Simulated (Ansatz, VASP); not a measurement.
# Two plane-wave programs on CdSe

```
Cd Se
1.0
     8.00006    0.00000    0.00000
     0.00000    4.56331    0.00000
     0.00000    0.00000    7.44354
Cd Se
4 4
Direct
  0.84455 0.75000 0.39488
  0.65545 0.25000 0.89488
  0.34455 0.75000 0.10512
  0.15545 0.25000 0.60512
  0.81331 0.25000 0.58562
  0.68669 0.75000 0.08562
  0.31331 0.25000 0.91438
  0.18669 0.75000 0.41438
```

Alike in both runs: functional PBE; k mesh 4 × 4 × 4; occupations gaussian, width 0.1 eV; no spin polarisation.

Ansatz relaxed the structure, and its values are those at the end. VASP's run is a single point on that final structure, the one shown.

```csv
,VASP,Ansatz
version,VASP 6.6.1,Ansatz 0.2.0
potentials or method,"VASP PAW PBE potentials, release 64 (Cd, Se), cutoff 520 eV","scalar-relativistic, plane waves, PAW"
valence electrons in the cell,72,144
```

|  | VASP | Ansatz | Ansatz less VASP |
| --- | --- | --- | --- |
| gap on the k mesh at the Fermi level (eV) | 0.84 | 0.84 | +0.004 |
| least direct gap on the mesh (eV) | 0.84 | 0.84 | +0.004 |
| pressure (GPa) | 0.4 | 0.1 | -0.23 |
| rms of the force components (eV/Å) | 0.006 | 0.008 | +0.0029 |

With one functional, cell and mesh, what is left measures potentials, basis and numerics. VASP's potentials hold 72 valence electrons a cell and Ansatz's 144, so a difference there can come from the potentials and not from the codes.
